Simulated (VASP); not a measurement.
# BP (F-43m) in VASP: a series of runs

BP is run at these levels: PBE; tasks: single point.

All numbers are computed with VASP 6.6.1; they aren't measurements. Logs are shortened: lines on timing, memory, paths and dates and some standing lists are left out, and cuts for length are marked.

### Step 1. The cell of the first run

Symmetry: F-43m, No. 216, cubic system. The conventional cell has a = 4.537 Å, b = 4.537 Å, c = 4.537 Å, α = 90.00°, β = 90.00°, γ = 90.00°. Within 2.6 Å of B (site symmetry -43m) lie 4 P at 1.96 Å. Within 2.6 Å of P (site symmetry -43m) lie 4 B at 1.96 Å.

### Step 2. Single point, PBE

Contents of INCAR:

```
SYSTEM = BP
ALGO = Normal
EDIFF = 1E-6
ENCUT = 520
GGA = PE
ISIF = 2
ISMEAR = 0
LASPH = .TRUE.
LCHARG = .FALSE.
LREAL = .FALSE.
LWAVE = .FALSE.
NBANDS = 11
NELM = 80
PREC = Accurate
SIGMA = 0.01
```

Contents of KPOINTS:

```
k-points
0
G
  5 5 5
  0 0 0
```

Contents of POSCAR:

```
BP
1.0
    0.0000000000      2.2683156724      2.2683156724
    2.2683156724      0.0000000000      2.2683156724
    2.2683156724      2.2683156724      0.0000000000
B P
1 1
Direct
    0.0000000000      0.0000000000      0.0000000000
    0.2500000000      0.2500000000      0.2500000000
```

Potentials or basis: VASP PAW PBE potentials, release 64 (B, P).

The run is started by

```bash
$ cat potpaw_PBE.64/B/POTCAR potpaw_PBE.64/P/POTCAR > POTCAR
$ mpirun -np 1 vasp_std > vasp.out
```

OUTCAR:

```text
SYSTEM = BP
   EDIFF = 1E-6
   ENCUT = 520
   GGA = PE
   ISIF = 2
   ISMEAR = 0
   LASPH = .TRUE.
   LREAL = .FALSE.
   NELM = 80
   PREC = Accurate

 ion  position               nearest neighbor table
   1  0.000  0.000  0.000-   2 1.96   2 1.96   2 1.96   2 1.96
   2  0.250  0.250  0.250-   1 1.96   1 1.96   1 1.96   1 1.96

  LATTYP: Found a face centered cubic cell.
 ALAT       =     4.5366313448

  Lattice vectors:

 A1 = (   0.0000000000,   2.2683156724,   2.2683156724)
 A2 = (   2.2683156724,   0.0000000000,   2.2683156724)
 A3 = (   2.2683156724,   2.2683156724,   0.0000000000)

Analysis of symmetry for initial positions (statically):
=====================================================================
 Subroutine PRICEL returns:
 Original cell was already a primitive cell.

 Routine SETGRP: Setting up the symmetry group for a
 face centered cubic supercell.

 Subroutine GETGRP returns: Found 24 space group operations
 (whereof 24 operations were pure point group operations)
 out of a pool of 48 trial point group operations.

The static configuration has the point symmetry T_d .

Analysis of symmetry for dynamics (positions and initial velocities):
=====================================================================
 Subroutine PRICEL returns:
 Original cell was already a primitive cell.

 Routine SETGRP: Setting up the symmetry group for a
 face centered cubic supercell.

 Subroutine GETGRP returns: Found 24 space group operations
 (whereof 24 operations were pure point group operations)
 out of a pool of 48 trial point group operations.

The dynamic configuration has the point symmetry T_d .

 Subroutine INISYM returns: Found 24 space group operations
 (whereof 24 operations are pure point group operations),
 and found     1 'primitive' translations

----------------------------------------------------------------------------------------

                                     Primitive cell

  volume of cell :      23.3421

  direct lattice vectors                    reciprocal lattice vectors
     0.000000000  2.268315672  2.268315672    -0.220427873  0.220427873  0.220427873
     2.268315672  0.000000000  2.268315672     0.220427873 -0.220427873  0.220427873
     2.268315672  2.268315672  0.000000000     0.220427873  0.220427873 -0.220427873

  length of vectors
     3.207882788  3.207882788  3.207882788     0.381792276  0.381792276  0.381792276

  position of ions in fractional coordinates (direct lattice)
     0.000000000  0.000000000  0.000000000
     0.250000000  0.250000000  0.250000000

  ion indices of the primitive-cell ions
   primitive index   ion index
                 1           1
                 2           2

----------------------------------------------------------------------------------------

 KPOINTS: k-points

Automatic generation of k-mesh.
 Grid dimensions read from file:
 generate k-points for:    5    5    5

 Generating k-lattice:

  Cartesian coordinates                     Fractional coordinates (reciprocal lattice)
    -0.044085575  0.044085575  0.044085575     0.200000000  0.000000000  0.000000000
     0.044085575 -0.044085575  0.044085575     0.000000000  0.200000000  0.000000000
     0.044085575  0.044085575 -0.044085575     0.000000000  0.000000000  0.200000000

  Length of vectors
     0.076358455  0.076358455  0.076358455

  Shift w.r.t. Gamma in fractional coordinates (k-lattice)
     0.000000000  0.000000000  0.000000000

 Subroutine IBZKPT returns following result:
 ===========================================

 Found     10 irreducible k-points:

 Following reciprocal coordinates:
            Coordinates               Weight
  0.000000  0.000000  0.000000      1.000000
  0.200000  0.000000  0.000000      8.000000
  0.400000  0.000000  0.000000      8.000000
  0.200000  0.200000  0.000000      6.000000
  0.400000  0.200000  0.000000     24.000000
 -0.400000  0.200000  0.000000     24.000000
 -0.200000  0.200000  0.000000     12.000000
  0.400000  0.400000  0.000000      6.000000
 -0.400000  0.400000  0.000000     12.000000
 -0.400000  0.400000  0.200000     24.000000
   k-points           NKPTS =     10   k-points in BZ     NKDIM =     10   number of bands    NBANDS=     11
   number of dos      NEDOS =    301   number of ions     NIONS =      2
   total plane-waves  NPLWV =  13824
   dimension x,y,z NGX =    24 NGY =   24 NGZ =   24
   dimension x,y,z NGXF=    48 NGYF=   48 NGZF=   48
   ions per type =               1   1
   NGX,Y,Z   is equivalent  to a cutoff of  12.44, 12.44, 12.44 a.u.
   NGXF,Y,Z  is equivalent  to a cutoff of  24.88, 24.88, 24.88 a.u.
 SYSTEM =  BP
   PREC   = accura    normal or accurate (medium, high low for compatibility)
   ISTART =      0    job   : 0-new  1-cont  2-samecut
   ICHARG =      2    charge: 1-file 2-atom 10-const
   ISPIN  =      1    spin polarized calculation?
   LNONCOLLINEAR =      F non collinear calculations
   LSORBIT =      F    spin-orbit coupling
   LASPH  =      T    aspherical Exc in radial PAW
   ENCUT  =  520.0 eV  38.22 Ry    6.18 a.u.   5.96  5.96  5.96*2*pi/ulx,y,z
   NELM   =     80;   NELMIN=  2; NELMDL= -5     # of ELM steps
   EDIFF  = 0.1E-05   stopping-criterion for ELM
   LREAL  =      F    real-space projection
   EDIFFG = 0.1E-04   stopping-criterion for IOM
   NSW    =      0    number of steps for IOM
   IBRION =     -1    ionic relax: 0-MD 1-quasi-New 2-CG
   NFREE  =      0    steps in history (QN), initial steepest desc. (CG)
   ISIF   =      2    stress and relaxation
   ISYM   =      2    0-nonsym 1-usesym 2-fastsym
   POTIM  = 0.5000    time-step for ionic-motion
   TEBEG  =    0.0;   TEEND  =   0.0 temperature during run
   PSTRESS=    0.0 pullay stress
   NELECT =       8.0000    total number of electrons
   NUPDOWN=      -1.0000    fix difference up-down
   EMIN   =  10.00;   EMAX   =-10.00  energy-range for DOS
   EFERMI =   0.00;   METHOD = LEGACY
   ISMEAR =     0;   SIGMA  =   0.01  broadening in eV -4-tet -1-fermi 0-gaus
   EFERMI_NEDOS =   21; number of points for ismear=-14 and -15
   IALGO  =     38    algorithm
   IMIX   =      4    mixing-type and parameters
     AMIX     =   0.40;   BMIX     =  1.00
     AMIX_MAG =   1.60;   BMIX_MAG =  1.00
  volume/ion in A,a.u.               =      11.67        78.76
  Fermi-wavevector in a.u.,A,eV,Ry     =   1.145666  2.164995 17.858333  1.312550
  Thomas-Fermi vector in A             =   2.282353
   LORBIT       =      0    0 simple, 1 ext, 2 COOP (PROOUT), +10 PAW based schemes
   GGA     = PE    functional components
   LHFCALC =     F    Hartree Fock is set to
   AEXX    =    0.0000 exact exchange contribution
   IVDW    =     0    specifies the selected vdW correction
   LEPSILON=     F    determine dielectric tensor
   LRPA    =     F    only Hartree local field effects (RPA)
 non-spin polarized calculation
 Gauss-broadening in eV      SIGMA  =   0.01
  energy-cutoff  :      520.00
  volume of cell :       23.34
 maximum number of plane-waves:       635
   NGX = 11   NGY = 11   NGZ = 11

 number of electron       8.0000000 magnetization

 Free energy of the ion-electron system (eV)
  ---------------------------------------------------
  ext. energy  EPLUGINS =         0.00000000
  ---------------------------------------------------
  free energy    TOTEN  =       -12.87773866 eV

  energy without entropy =      -12.87773866  energy(sigma->0) =      -12.87773866

 E-fermi :   7.5014     XC(G=0): -10.9036

 val. band max:        7.4596116641   @ k =   0.0000   0.0000   0.0000
 cond. band min:       8.6900296881   @ k =   0.4000   0.4000   0.0000
 fundamental gap:      1.2304180240
 Fermi energy:         7.5014263996

 k-point     1 :       0.0000    0.0000    0.0000
  band No.  band energies     occupation
      1      -8.0144      2.00000
      2       7.4596      2.00000
      3       7.4596      2.00000
      4       7.4596      2.00000
      5      10.8546      0.00000
      6      10.8546      0.00000
      7      10.8546      0.00000
      8      14.8481      0.00000
      9      18.9740      0.00000
     10      19.5808      0.00000
     11      19.5808      0.00000

 k-point     2 :       0.2000    0.0000    0.0000
  band No.  band energies     occupation
      1      -7.2999      2.00000
      2       3.8107      2.00000
      3       6.6038      2.00000
      4       6.6038      2.00000
      5      11.4945      0.00000
      6      11.9842      0.00000
      7      11.9842      0.00000
      8      16.5380      0.00000
      9      18.2944      0.00000
     10      18.2944      0.00000
     11      20.4027      0.00000

 k-point     3 :       0.4000    0.0000    0.0000
  band No.  band energies     occupation
      1      -5.3731      2.00000
      2      -0.5740      2.00000
      3       5.8039      2.00000
      4       5.8039      2.00000
      5      11.2877      0.00000
      6      12.2414      0.00000
      7      12.2414      0.00000
      8      17.6224      0.00000
      9      20.5686      0.00000
     10      20.5686      0.00000
     11      21.5672      0.00000

 k-point     4 :       0.2000    0.2000    0.0000
  band No.  band energies     occupation
      1      -7.0592      2.00000
      2       4.8480      2.00000
      3       5.2983      2.00000
      4       5.2983      2.00000
      5       9.6278      0.00000
      6      13.5813      0.00000
      7      14.0545      0.00000
      8      14.0545      0.00000
      9      18.6413      0.00000
     10      20.6114      0.00000
     11      21.7033      0.00000
[... 43 lines left out ...]
 k-point     8 :       0.4000    0.4000    0.0000
  band No.  band energies     occupation
      1      -4.3729      2.00000
      2       0.3555      2.00000
      3       3.5644      2.00000
      4       3.5644      2.00000
      5       8.6900      0.00000
      6       9.8162      0.00000
      7      18.4660      0.00000
      8      18.4660      0.00000
      9      22.0782      0.00000
     10      23.3248      0.00000
     11      25.6116      0.00000

 k-point     9 :      -0.4000    0.4000    0.0000
  band No.  band energies     occupation
      1      -3.0778      2.00000
      2      -0.8505      2.00000
      3       1.5854      2.00000
      4       3.7338      2.00000
      5       9.3589      0.00000
      6      12.1687      0.00000
      7      17.8970      0.00000
      8      18.5519      0.00000
      9      19.9748      0.00000
     10      21.2569      0.00000
     11      25.6729      0.00000

 k-point    10 :      -0.4000    0.4000    0.2000
  band No.  band energies     occupation
      1      -3.7578      2.00000
      2      -0.0419      2.00000
      3       1.7983      2.00000
      4       3.1521      2.00000
      5      12.0611      0.00000
      6      13.1484      0.00000
      7      14.2115      0.00000
      8      17.9475      0.00000
      9      18.9904      0.00000
     10      21.9644      0.00000
     11      25.3711      0.00000

------------------------ aborting loop because EDIFF is reached ----------------------------------------

  FORCE on cell =-STRESS in cart. coord.  units (eV):
  Direction    XX          YY          ZZ          XY          YZ          ZX
  --------------------------------------------------------------------------------------
  -------------------------------------------------------------------------------------
  Total        0.2060169      0.2060169      0.2060169      0.0000000      0.0000000      0.0000000
  in kB       14.1407653     14.1407653     14.1407653      0.0000000      0.0000000      0.0000000
  external PRESSURE =      14.1407653 kB  Pullay stress =       0.0000000 kB

 VOLUME and BASIS-vectors are now :
 -----------------------------------------------------------------------------
  energy-cutoff  :      520.00
  volume of cell :       23.34
      direct lattice vectors                 reciprocal lattice vectors
     0.000000000  2.268315672  2.268315672    -0.220427873  0.220427873  0.220427873
     2.268315672  0.000000000  2.268315672     0.220427873 -0.220427873  0.220427873
     2.268315672  2.268315672  0.000000000     0.220427873  0.220427873 -0.220427873

 POSITION                                       TOTAL-FORCE (eV/Angst)
 -----------------------------------------------------------------------------------
      0.00000      0.00000      0.00000         0.000000      0.000000     -0.000000
      1.13416      1.13416      1.13416        -0.000000     -0.000000      0.000000
 -----------------------------------------------------------------------------------
    total drift:                                0.000000      0.000000      0.000000

  FREE ENERGIE OF THE ION-ELECTRON SYSTEM (eV)
  ---------------------------------------------------
  free  energy   TOTEN  =       -12.8777386601 eV

  energy  without entropy=      -12.8777386601  energy(sigma->0) =      -12.87773866
```

Run time: 5.4 s. Hardware: 1 thread of Intel Xeon 8259CL, shared host; peak memory 0.12 GiB.

What came out:

```
Free energy            : -12.8777 eV
Pressure               : 1.4 GPa
Band gap on the k mesh : 1.23 eV, indirect (least direct gap 3.40 eV)
```

Caveat: the k points lie up to 0.48 Å⁻¹ apart. A k mesh can miss the band edges.

(Continued in part 2 of 2.)
